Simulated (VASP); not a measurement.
Write the native input for VASP 6.6.1 that does the following.

* Task: single point
* Functional: r2SCAN
* Potentials or basis: VASP PAW PBE potentials, release 64 (Ga_d, N)
* Cutoff: 520 eV
* k mesh: 10 × 10 × 10
* Occupations: gaussian, width 0.01 eV
* Spin: non-collinear spin, zero start, spin-orbit coupling
* Starting moments: [[0.0, 0.0, 0.0], [0.0, 0.0, 0.0]] μB
* Dipole correction: no
* Further INCAR settings: ALGO = Normal; EDIFF = 1e-07; NBANDS = 30

The system is GaN.

```
CELL_PARAMETERS angstrom
0.00000 2.18148 2.31834
2.18148 0.00000 2.31834
2.18148 2.18148 0.00000
ATOMIC_POSITIONS crystal
Ga 0.00000 0.00000 0.00000
N 0.25000 0.25000 0.25000
```

This cell differs from its parent crystal: epitaxial xy strain -3.0%.

The input as run:

POSCAR

```
GaN
1.0
    0.0000000000      2.1814839649      2.3183350162
    2.1814839649      0.0000000000      2.3183350162
    2.1814839649      2.1814839649      0.0000000000
Ga N
1 1
Direct
    0.0000000000      0.0000000000      0.0000000000
    0.2500000000      0.2500000000      0.2500000000
```

INCAR.step1

```
SYSTEM = GaN
  PREC = Accurate
  ENCUT = 520
  ISMEAR = 0
  SIGMA = 0.01
  LREAL = .False.
  LASPH = .True.
  NELM = 150
  LNONCOLLINEAR = .True.
  MAGMOM = 0 0 0 0 0 0
  LSORBIT = .True.
  GGA_COMPAT = .False.
  NBANDS = 30
  GGA = PE
  ALGO = Normal
  EDIFF = 1E-4
  LWAVE = .True.
  LCHARG = .False.
```

INCAR.step2

```
SYSTEM = GaN
  PREC = Accurate
  ENCUT = 520
  EDIFF = 1E-7
  ISMEAR = 0
  SIGMA = 0.01
  LREAL = .False.
  LASPH = .True.
  NELM = 150
  ALGO = Normal
  ISIF = 2
  LWAVE = .False.
  LCHARG = .False.
  LNONCOLLINEAR = .True.
  MAGMOM = 0 0 0 0 0 0
  LORBIT = 11
  LSORBIT = .True.
  GGA_COMPAT = .False.
  LORBMOM = .True.
  METAGGA = R2SCAN
  LMIXTAU = .True.
  NBANDS = 30
  ISTART = 1
```

KPOINTS

```
Automatic mesh
0
Gamma
  10 10 10
  0 0 0
```

Potentials or basis: VASP PAW PBE potentials, release 64 (Ga_d, N).

Command:

```bash
$ cat potpaw_PBE.64/Ga_d/POTCAR potpaw_PBE.64/N/POTCAR > POTCAR
$ cp INCAR.step1 INCAR
$ mpirun -np 1 vasp_ncl > vasp.out
$ cp INCAR.step2 INCAR
$ mpirun -np 1 vasp_ncl > vasp.out
```

Results of the run:

| Property | Result |
| --- | --- |
| Pressure | 7.3 GPa |
| Net moment | 0.00 μB per cell |
| Valence electrons inside the program's atomic spheres | Ga 11.89; N 3.80 |

Caveat: the cell differs from its parent crystal (epitaxial xy strain -3.0%); the cell stands under pressure; the PAW data sets were made with another functional, which shifts forces and pressure a little.

Wall time 9.8 min on 1 thread of Intel(R) Xeon(R) 6975P-C (Granite Rapids), on a shared host, peak memory 0.32 GiB.
